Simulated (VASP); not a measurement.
**CdTe: single point with r2SCAN**

Crystal: CdTe.

```xyz
2
Lattice="3.2310 3.2310 0.0000 -3.2310 3.2310 0.0000 0.0000 3.2310 3.2310" Properties=species:S:1:pos:R:3 pbc="T T T"
Cd    0.0000    0.0000    0.0000
Te    1.6155    4.8465    1.6155
```

```json
{
 "Program": "VASP 6.6.1",
 "Task": "single point",
 "Functional": "r2SCAN",
 "Potentials or basis": "VASP PAW PBE potentials, release 64 (Cd, Te)",
 "Cutoff": "520 eV",
 "k mesh": "6 × 6 × 6",
 "Occupations": "gaussian, width 0.01 eV",
 "Spin": "no spin polarisation",
 "Dipole correction": "no",
 "Further INCAR settings": "ALGO = Normal; EDIFF = 1e-06; NBANDS = 16"
}
```

```
Pressure               : 2.1 GPa
Band gap on the k mesh : 1.30 eV, direct
```

Levels at points of the mesh, in eV from the valence-band top:
| k point | band 7 | band 8 | band 9 | band 10 | band 11 | band 12 |
| --- | --- | --- | --- | --- | --- | --- |
| (0.00, 0.00, 0.00) | 0.00 | 0.00 | 0.00 | 1.30 | 5.02 | 5.02 |
| (0.50, 0.00, 0.00) | -4.55 | -0.80 | -0.80 | 2.24 | 5.58 | 5.58 |
| (0.50, 0.50, 0.00) | -4.40 | -1.94 | -1.94 | 2.86 | 2.98 | 9.52 |

Run time: 67 s on 1 thread of Intel Xeon 6975P-C, on a shared host, peak memory 0.22 GiB.

Caveat: the PAW data sets were made with another functional, which shifts forces and pressure a little; spin-orbit coupling is left out, which moves the levels of the heavy elements. r2SCAN opens gaps a little over a GGA but as a rule still falls short of measured ones.
